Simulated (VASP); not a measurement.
Set up this calculation in VASP 6.6.1, as the native input.

* Task: single point
* Functional: PBE
* Potentials or basis: VASP PAW PBE potentials, release 64 (Ta_pv, N)
* Cutoff: 600 eV
* k mesh: 18 × 18 × 18
* Occupations: gaussian, width 0.15 eV
* Spin: no spin polarisation
* Dipole correction: no
* Further INCAR settings: ALGO = Normal; EDIFF = 1e-06; NBANDS = 15

The structure of TaN lies in POSCAR:

```
TaN
1.0
    0.0000000000      2.0046800000      2.0046800000
    2.0046800000      0.0000000000      2.0046800000
    2.0046800000      2.0046800000      0.0000000000
Ta N
1 1
Direct
    0.5000000000      0.5000000000      0.5000000000
    0.0000000000      0.0000000000      0.0000000000
```

This cell differs from its parent crystal: strain -0.080 along x and y, -0.080 along z.

One way to write it, as run:

INCAR

```
SYSTEM = TaN
  PREC = Accurate
  ENCUT = 600
  EDIFF = 1E-6
  ISMEAR = 0
  SIGMA = 0.15
  LREAL = .FALSE.
  LASPH = .TRUE.
  NELM = 120
  ALGO = Normal
  ISIF = 2
  LWAVE = .FALSE.
  LCHARG = .FALSE.
  GGA = PE
  NBANDS = 15
  GGA_COMPAT = .FALSE.
```

KPOINTS

```
Automatic mesh
0
G
  18 18 18
  0 0 0
```

Potentials or basis: VASP PAW PBE potentials, release 64 (Ta_pv, N).

Command:

```bash
$ cat potpaw_PBE.64/Ta_pv/POTCAR potpaw_PBE.64/N/POTCAR > POTCAR
$ mpirun -np 1 vasp_std > vasp.out
```

Results of the run:

* Pressure: 184.7 GPa
* Band gap on the k mesh: zero (bands 8 and 9 overlap by 5.94 eV)

Caveat: the cell differs from its parent crystal (strain -0.080 along x and y, -0.080 along z); the cell stands under pressure; spin-orbit coupling is left out, which moves the levels of the heavy elements.

Run time: 19 s on 1 thread of Intel(R) Xeon(R) Platinum 8559C (Emerald Rapids) (shared host), peak memory 0.19 GiB.
